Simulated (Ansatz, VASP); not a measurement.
One calculation of WSe2, two programs

The input POSCAR:

```
WSe2
1.0
    3.3179375931      0.0000000000      0.0000000000
   -1.6589687966      2.8734182438      0.0000000000
    0.0000000000      0.0000000000     16.6581424200
W Se
1 2
Direct
    0.0000000000      0.0000000000      0.0000000000
    0.3333333300      0.6666666700      0.0997865200
    0.3333333300      0.6666666700      0.9002134800
```

Contents of INCAR.step1:

```
  PREC = Accurate
  ENCUT = 600
  ISMEAR = 0
  SIGMA = 0.02
  LREAL = F
  LASPH = T
  NELM = 80
  GGA = PE
  ALGO = Normal
  EDIFF = 1E-4
  LWAVE = T
  LCHARG = F
```

File INCAR.step2:

```
  PREC = Accurate
  ENCUT = 600
  EDIFF = 1E-6
  ISMEAR = 0
  SIGMA = 0.02
  LREAL = F
  LASPH = T
  NELM = 80
  ALGO = Normal
  ISIF = 3
  LWAVE = F
  LCHARG = F
  METAGGA = R2SCAN
  LMIXTAU = T
  IBRION = 2
  NSW = 100
  EDIFFG = -0.005
  ISTART = 1
```

Contents of KPOINTS:

```
regular mesh
0
Gamma
  9 9 2
```

Input for Ansatz:

```yaml
crystal:
  lattice:
    - [3.3179375931, 0.0, 0.0]
    - [-1.6589687966, 2.8734182438, 0.0]
    - [0.0, 0.0, 16.65814242]
  atoms:
    - { symbol: W, position: [0.0, 0.0, 0.0] }
    - { symbol: Se, position: [0.33333333, 0.66666667, 0.09978652] }
    - { symbol: Se, position: [0.33333333, 0.66666667, 0.90021348] }
basis:
  ecutwfc: 500
kpoints:
  mp_grid: { grid: [9, 9, 2] }
hamiltonian:
  xc: r2scan
scf:
  occupations: { method: gaussian, width: 0.02 }
output:
  forces: true
  stress: true
  eigenvalues: true
relax:
  adjacent_minimum: "off"
  f_tol: 0.005
  max_steps: 80
  cell: { stress_tol: 0.05 }
```

Alike in both runs: task relaxation of cell and atoms; functional r2SCAN; k mesh 9 × 9 × 2; occupations gaussian, width 0.02 eV; no spin polarisation.

|  | VASP | Ansatz |
| --- | --- | --- |
| version | VASP 6.6.1 | Ansatz 0.2.0 |
| potentials or method | VASP PAW PBE potentials, release 64 (W_sv, Se), cutoff 600 eV | scalar-relativistic, plane waves, PAW |
| valence electrons in the cell | 26 | 46 |

```tsv
	VASP	Ansatz	Ansatz less VASP
gap on the k mesh at the Fermi level, each at its own relaxed structure (eV)	1.64	1.64	+0.006
relaxed volume (Å³/atom)	52.90	52.83	-0.073
relaxed cell length with the largest relative difference (Å)	3.317	3.314	-0.0023
```

VASP's potentials were made for PBE, not for r2SCAN. VASP's potentials hold 26 valence electrons a cell and Ansatz's 46, so a difference there can come from the potentials and not from the codes.

Spin-orbit coupling is off throughout.
